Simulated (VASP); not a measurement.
# MgTe (P6_3mc) in VASP: single point with HSE06

Aim: the single point of MgTe with HSE06.

All numbers are computed with VASP 6.6.1; they aren't measurements. Logs are shortened: lines on timing, memory, paths and dates and some standing lists are left out, and cuts for length are marked.

**1. The cell of the first run**

Symmetry: P6_3mc, No. 186, hexagonal system. Conventional cell: a = 4.578 Å, b = 4.578 Å, c = 7.455 Å, α = 90.00°, β = 90.00°, γ = 120.00°. Within 3.7 Å of Mg (site symmetry 3m) lie 4 Te at 2.80 Å. Te (site symmetry 3m) has 4 Mg at 2.80 Å within 3.7 Å.

**2. Single point, HSE06**

POSCAR reads:

```
MgTe
1.0
    4.5777325013      0.0000000000      0.0000000000
   -2.2888662507      3.9644326379      0.0000000000
    0.0000000000      0.0000000000      7.4548283614
Mg Te
2 2
Direct
    0.3333333333      0.6666666667      0.9968886090
    0.6666666667      0.3333333333      0.4968886090
    0.3333333333      0.6666666667      0.3731113910
    0.6666666667      0.3333333333      0.8731113910
```

INCAR.step1 reads:

```
ALGO = Normal
EDIFF = 1E-5
ENCUT = 520
GGA = PE
GGA_COMPAT = False
ISIF = 2
ISMEAR = 0
LASPH = True
LCHARG = False
LREAL = False
LWAVE = True
NBANDS = 16
NELM = 120
PREC = Accurate
SIGMA = 0.01
```

INCAR.step2 reads:

```
ALGO = Normal
EDIFF = 1E-6
ENCUT = 520
GGA = PE
GGA_COMPAT = False
HFSCREEN = 0.2079
ISIF = 2
ISMEAR = 0
ISTART = 1
LASPH = True
LCHARG = False
LHFCALC = True
LREAL = False
LWAVE = False
NBANDS = 16
NELM = 120
PREC = Accurate
PRECFOCK = Normal
SIGMA = 0.01
```

KPOINTS reads:

```
k-points
0
Gamma
  6 6 2
```

Potentials or basis: VASP PAW PBE potentials, release 64 (Mg, Te).

Started as:

```bash
> cat potpaw_PBE.64/Mg/POTCAR potpaw_PBE.64/Te/POTCAR > POTCAR
> cp INCAR.step1 INCAR
> mpirun -np 1 vasp_std > vasp.out
> cp INCAR.step2 INCAR
> mpirun -np 1 vasp_std > vasp.out
```

OUTCAR:

```text
EDIFF = 1E-6
   ENCUT = 520
   GGA = PE
   HFSCREEN = 0.2079
   ISIF = 2
   ISMEAR = 0
   ISTART = 1
   LASPH = True
   LHFCALC = True
   LREAL = False
   NELM = 120
   PREC = Accurate
   PRECFOCK = Normal

 ion  position               nearest neighbor table
   1  0.333  0.667  0.997-   4 2.80   4 2.80   4 2.80   3 2.80
   2  0.667  0.333  0.497-   3 2.80   3 2.80   3 2.80   4 2.80
   3  0.333  0.667  0.373-   2 2.80   2 2.80   2 2.80   1 2.80
   4  0.667  0.333  0.873-   1 2.80   1 2.80   1 2.80   2 2.80

  LATTYP: Found a hexagonal cell.
 ALAT       =     4.5777325013
 C/A-ratio  =     1.6284980303

  Lattice vectors:

 A1 = (   4.5777325013,   0.0000000000,   0.0000000000)
 A2 = (  -2.2888662507,   3.9644326379,   0.0000000000)
 A3 = (   0.0000000000,   0.0000000000,   7.4548283614)

Analysis of symmetry for initial positions (statically):
=====================================================================
 Subroutine PRICEL returns:
 Original cell was already a primitive cell.

 Routine SETGRP: Setting up the symmetry group for a
 hexagonal supercell.

 Subroutine GETGRP returns: Found 12 space group operations
 (whereof  6 operations were pure point group operations)
 out of a pool of 24 trial point group operations.

The static configuration has the point symmetry C_3v.
 The point group associated with its full space group is C_6v.

Analysis of symmetry for dynamics (positions and initial velocities):
=====================================================================
 Subroutine PRICEL returns:
 Original cell was already a primitive cell.

 Routine SETGRP: Setting up the symmetry group for a
 hexagonal supercell.

 Subroutine GETGRP returns: Found 12 space group operations
 (whereof  6 operations were pure point group operations)
 out of a pool of 24 trial point group operations.

The dynamic configuration has the point symmetry C_3v.
 The point group associated with its full space group is C_6v.

 Subroutine INISYM returns: Found 12 space group operations
 (whereof  6 operations are pure point group operations),
 and found     1 'primitive' translations

----------------------------------------------------------------------------------------

                                     Primitive cell

  volume of cell :     135.2911

  direct lattice vectors                    reciprocal lattice vectors
     4.577732501  0.000000000  0.000000000     0.218448763  0.126121452  0.000000000
    -2.288866251  3.964432638  0.000000000     0.000000000  0.252242904  0.000000000
     0.000000000  0.000000000  7.454828361     0.000000000  0.000000000  0.134141251

  length of vectors
     4.577732501  4.577732501  7.454828361     0.252242904  0.252242904  0.134141251

  position of ions in fractional coordinates (direct lattice)
     0.333333333  0.666666667  0.996888609
     0.666666667  0.333333333  0.496888609
     0.333333333  0.666666667  0.373111391
     0.666666667  0.333333333  0.873111391

  ion indices of the primitive-cell ions
   primitive index   ion index
                 1           1
                 2           2
                 3           3
                 4           4

----------------------------------------------------------------------------------------

 KPOINTS: k-points

Automatic generation of k-mesh.
 Grid dimensions read from file:
 generate k-points for:    6    6    2

 Generating k-lattice:

  Cartesian coordinates                     Fractional coordinates (reciprocal lattice)
     0.036408127  0.021020242  0.000000000     0.166666667 -0.000000000  0.000000000
     0.000000000  0.042040484  0.000000000     0.000000000  0.166666667  0.000000000
     0.000000000  0.000000000  0.067070625     0.000000000  0.000000000  0.500000000

  Length of vectors
     0.042040484  0.042040484  0.067070625

  Shift w.r.t. Gamma in fractional coordinates (k-lattice)
     0.000000000  0.000000000  0.000000000

 Subroutine IBZKPT returns following result:
 ===========================================

 Found     14 irreducible k-points:

 Following reciprocal coordinates:
            Coordinates               Weight
  0.000000  0.000000  0.000000      1.000000
  0.166667  0.000000  0.000000      6.000000
  0.333333  0.000000  0.000000      6.000000
  0.500000  0.000000  0.000000      3.000000
  0.166667  0.166667  0.000000      6.000000
  0.333333  0.166667  0.000000     12.000000
  0.333333  0.333333  0.000000      2.000000
  0.000000  0.000000  0.500000      1.000000
  0.166667  0.000000  0.500000      6.000000
  0.333333  0.000000  0.500000      6.000000
  0.500000  0.000000  0.500000      3.000000
  0.166667  0.166667  0.500000      6.000000
  0.333333  0.166667  0.500000     12.000000
  0.333333  0.333333  0.500000      2.000000
   k-points           NKPTS =     14   k-points in BZ     NKDIM =     72   number of bands    NBANDS=     16
   number of dos      NEDOS =    301   number of ions     NIONS =      4
   total plane-waves  NPLWV =  72576
   dimension x,y,z NGX =    36 NGY =   36 NGZ =   56
   dimension x,y,z NGXF=    72 NGYF=   72 NGZF=  112
   ions per type =               2   2
   NGX,Y,Z   is equivalent  to a cutoff of  13.07, 13.07, 12.49 a.u.
   NGXF,Y,Z  is equivalent  to a cutoff of  26.15, 26.15, 24.98 a.u.
 SYSTEM =  unknown system
   PREC   = accura    normal or accurate (medium, high low for compatibility)
   ISTART =      1    job   : 0-new  1-cont  2-samecut
   ICHARG =      0    charge: 1-file 2-atom 10-const
   ISPIN  =      1    spin polarized calculation?
   LNONCOLLINEAR =      F non collinear calculations
   LSORBIT =      F    spin-orbit coupling
   LASPH  =      T    aspherical Exc in radial PAW
   ENCUT  =  520.0 eV  38.22 Ry    6.18 a.u.   8.51  8.51 13.86*2*pi/ulx,y,z
   NELM   =    120;   NELMIN=  2; NELMDL=  0     # of ELM steps
   EDIFF  = 0.1E-05   stopping-criterion for ELM
   LREAL  =      F    real-space projection
   EDIFFG = 0.1E-04   stopping-criterion for IOM
   NSW    =      0    number of steps for IOM
   IBRION =     -1    ionic relax: 0-MD 1-quasi-New 2-CG
   NFREE  =      0    steps in history (QN), initial steepest desc. (CG)
   ISIF   =      2    stress and relaxation
   ISYM   =      3    0-nonsym 1-usesym 2-fastsym
   POTIM  = 0.5000    time-step for ionic-motion
   TEBEG  =    0.0;   TEEND  =   0.0 temperature during run
   PSTRESS=    0.0 pullay stress
   NELECT =      16.0000    total number of electrons
   NUPDOWN=      -1.0000    fix difference up-down
   EMIN   =  10.00;   EMAX   =-10.00  energy-range for DOS
   EFERMI =   0.00;   METHOD = LEGACY
   ISMEAR =     0;   SIGMA  =   0.01  broadening in eV -4-tet -1-fermi 0-gaus
   EFERMI_NEDOS =   21; number of points for ismear=-14 and -15
   IALGO  =     38    algorithm
   IMIX   =      1    mixing-type and parameters
     AMIX     =   0.40;   BMIX     =  1.00
     AMIX_MAG =   1.60;   BMIX_MAG =  1.00
  volume/ion in A,a.u.               =      33.82       228.25
  Fermi-wavevector in a.u.,A,eV,Ry     =   0.803573  1.518532  8.785676  0.645729
  Thomas-Fermi vector in A             =   1.911465
   LORBIT       =      0    0 simple, 1 ext, 2 COOP (PROOUT), +10 PAW based schemes
   GGA     = PE    functional components
   LHFCALC =     T    Hartree Fock is set to
   PRECFOCK=normal    Normal, Fast or Accurate (Low or Medium for compatibility)
   ENCUT4O =  -1.0   cutoff for four orbital integrals eV
   NKREDX  =     1    reduce k-point grid by
   NKREDY  =     1    reduce k-point grid by
   NKREDZ  =     1    reduce k-point grid by
   AEXX    =    0.2500 exact exchange contribution
   HFSCREEN=    0.2079 screening length (either q_TF or 0.3 A-1)
   HFSCREENC=   0.2079 screening length for correlation (either q_TF or 0.3 A-1)
   ENCUTFOCK=  -1.0 apply spherical cutoff to Coloumb kernel
   IVDW    =     0    specifies the selected vdW correction
   LEPSILON=     F    determine dielectric tensor
   LRPA    =     F    only Hartree local field effects (RPA)
 non-spin polarized calculation
 Gauss-broadening in eV      SIGMA  =   0.01
  energy-cutoff  :      520.00
  volume of cell :      135.29
 maximum number of plane-waves:      3670
 NGX is ok and might be reduce to    36
  NGX = 28; NGY = 28; NGZ = 42

 number of electron      16.0000000 magnetization

 Free energy of the ion-electron system (eV)
  ---------------------------------------------------
  ext. energy  EPLUGINS =         0.00000000
  ---------------------------------------------------
  free energy    TOTEN  =       -15.12138275 eV

  energy without entropy =      -15.12138275  energy(sigma->0) =      -15.12138275

 E-fermi :   1.3787     XC(G=0):  -6.5884

 val. band max:        1.3218134903   @ k =   0.0000   0.0000   0.0000
 cond. band min:       4.5281631718   @ k =   0.0000   0.0000   0.0000
 fundamental gap:      3.2063496815
 Fermi energy:         1.3787149937

 k-point     1 :       0.0000    0.0000    0.0000
  band No.  band energies     occupation
      1      -9.8086      2.00000
      2      -9.1299      2.00000
      3      -2.1859      2.00000
      4       0.7957      2.00000
      5       0.7957      2.00000
      6       1.3211      2.00000
[... 8 lines left out ...]
     15       8.5267      0.00000
     16       9.5187      0.00000

 k-point     2 :       0.1667    0.0000    0.0000
  band No.  band energies     occupation
      1      -9.6784      2.00000
      2      -9.0589      2.00000
      3      -1.9974      2.00000
      4      -0.0911      2.00000
      5       0.3571      2.00000
      6       0.5508      2.00000
[... 8 lines left out ...]
     15       8.5575      0.00000
     16       9.0896      0.00000

 k-point     3 :       0.3333    0.0000    0.0000
  band No.  band energies     occupation
      1      -9.3659      2.00000
      2      -8.9340      2.00000
      3      -1.7067      2.00000
      4      -1.1307      2.00000
      5      -0.8703      2.00000
      6       0.1651      2.00000
[... 8 lines left out ...]
     15       9.2525      0.00000
     16      10.2373      0.00000
[... 172 lines left out ...]
 k-point    13 :       0.3333    0.1667    0.5000
  band No.  band energies     occupation
      1      -9.0312      2.00000
      2      -9.0312      2.00000
      3      -1.8991      2.00000
      4      -1.8991      2.00000
      5      -0.2033      2.00000
      6      -0.2033      2.00000
[... 8 lines left out ...]
     15       9.7459      0.00000
     16       9.7459      0.00000

 k-point    14 :       0.3333    0.3333    0.5000
  band No.  band energies     occupation
      1      -8.9651      2.00000
      2      -8.9651      2.00000
      3      -1.8574      2.00000
      4      -1.8574      2.00000
      5      -0.7388      2.00000
      6      -0.7388      2.00000
[... 8 lines left out ...]
     15       9.6349      0.00000
     16       9.6349      0.00000

------------------------ aborting loop because EDIFF is reached ----------------------------------------

  FORCE on cell =-STRESS in cart. coord.  units (eV):
  Direction    XX          YY          ZZ          XY          YZ          ZX
  --------------------------------------------------------------------------------------
  -------------------------------------------------------------------------------------
  Total       -0.1969545     -0.1969545     -0.2155188      0.0000000      0.0000000      0.0000000
  in kB       -2.3324238     -2.3324238     -2.5522700      0.0000000      0.0000000      0.0000000
  external PRESSURE =      -2.4057059 kB  Pullay stress =       0.0000000 kB

 VOLUME and BASIS-vectors are now :
 -----------------------------------------------------------------------------
  energy-cutoff  :      520.00
  volume of cell :      135.29
      direct lattice vectors                 reciprocal lattice vectors
     4.577732501  0.000000000  0.000000000     0.218448763  0.126121452  0.000000000
    -2.288866251  3.964432638  0.000000000     0.000000000  0.252242904  0.000000000
     0.000000000  0.000000000  7.454828361     0.000000000  0.000000000  0.134141251

 POSITION                                       TOTAL-FORCE (eV/Angst)
 -----------------------------------------------------------------------------------
     -0.00000      2.64296      7.43163        -0.000000     -0.000000     -0.001950
      2.28887      1.32148      3.70422        -0.000000     -0.000000     -0.001950
     -0.00000      2.64296      2.78148         0.000000     -0.000000      0.001950
      2.28887      1.32148      6.50890        -0.000000      0.000000      0.001950
 -----------------------------------------------------------------------------------
    total drift:                               -0.000000     -0.000000      0.000829

  FREE ENERGIE OF THE ION-ELECTRON SYSTEM (eV)
  ---------------------------------------------------
  free  energy   TOTEN  =       -15.1213827545 eV

  energy  without entropy=      -15.1213827545  energy(sigma->0) =      -15.12138275
```

Run time: 49 min. Hardware: 1 thread of Intel Xeon 8259CL, shared host; peak memory 0.38 GiB.

What came out:

| Property | Result |
| --- | --- |
| Free energy | -15.1214 eV |
| Pressure | -0.2 GPa |
| Band gap on the k mesh | 3.21 eV |

Levels at points of the mesh, in eV from the valence-band top:
| k point | band 5 | band 6 | band 7 | band 8 | band 9 | band 10 | band 11 | band 12 |
| --- | --- | --- | --- | --- | --- | --- | --- | --- |
| (0.00, 0.00, 0.00) | -0.53 | 0.00 | 0.00 | 0.00 | 3.21 | 3.77 | 6.18 | 6.18 |
| (0.50, 0.00, 0.00) | -2.10 | -1.32 | -1.05 | -0.48 | 3.94 | 4.68 | 5.06 | 6.39 |
| (0.00, 0.00, 0.50) | -0.28 | -0.28 | -0.28 | -0.28 | 4.26 | 4.26 | 6.45 | 6.45 |
| (0.50, 0.00, 0.50) | -0.95 | -0.95 | -0.94 | -0.94 | 3.99 | 3.99 | 5.10 | 5.10 |

Caveat: the k points lie up to 0.42 Å⁻¹ apart; the PAW data sets were made with another functional, which shifts forces and pressure a little; spin-orbit coupling is left out, which moves the levels of the heavy elements.
